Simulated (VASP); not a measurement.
Al2Cu:

```
Al Cu
1.0
     2.85000    0.00000    0.00000
     0.00000    2.85000    0.00000
     0.00000    0.00000    5.30000
Al Cu
2 1
Cartesian
  1.4250 1.4250 3.9220
  1.4250 1.4250 1.3780
  0.0000 0.0000 0.0000
```

| Property | Result |
| --- | --- |
| Program | VASP 6.6.1 |
| Task | relaxation of cell and atoms |
| Functional | PBE |
| Potentials or basis | VASP PAW PBE potentials, release 64 (Al, Cu) |
| Cutoff | 600 eV |
| k mesh | 7 × 7 × 4 |
| Occupations | gaussian, width 0.2 eV |
| Spin | no spin polarisation |

At the start: pressure 15.6 GPa; volume 14.35 Å³/atom.

**Question.** How do energy, volume and symmetry change on relaxing?

**Answer.** Over 9 steps the energy falls by 119.3 meV/atom and the volume is 15.76 Å³/atom (+9.8 %); space group P4/mmm (No. 123, to 0.05 Å).

Step by step:
| step | energy change (eV) | largest force (eV/Å) | pressure (GPa) | volume (Å³) |
| --- | --- | --- | --- | --- |
| 1 | 0.0000 | 1.1032 | 15.56 | 43.05 |
| 2 | -0.2291 | 0.1212 | -6.23 | 52.32 |
| 3 | -0.2996 | 0.1575 | -0.66 | 48.90 |
| 4 | -0.2996 | 0.1701 | -0.47 | 48.77 |
| 5 | -0.3123 | 0.2175 | -0.16 | 48.51 |
| 6 | -0.3431 | 0.3424 | 0.16 | 47.67 |
| 7 | -0.2840 | 0.2088 | 2.33 | 45.82 |
| 8 | -0.3502 | 0.3283 | 0.35 | 47.26 |
| 9 | -0.3579 | 0.0425 | -0.04 | 47.27 |

Final structure:
```
Al Cu
1.0
     2.83568    0.00000    0.00000
     0.00000    2.83568    0.00000
     0.00000    0.00000    5.87900
Al Cu
2 1
Direct
  0.50000 0.50000 0.72122
  0.50000 0.50000 0.27878
  0.00000 0.00000 0.00000
```

Caveat: the relaxation stopped at a loose force limit of 0.08 eV/Å, so its end isn't a converged minimum.
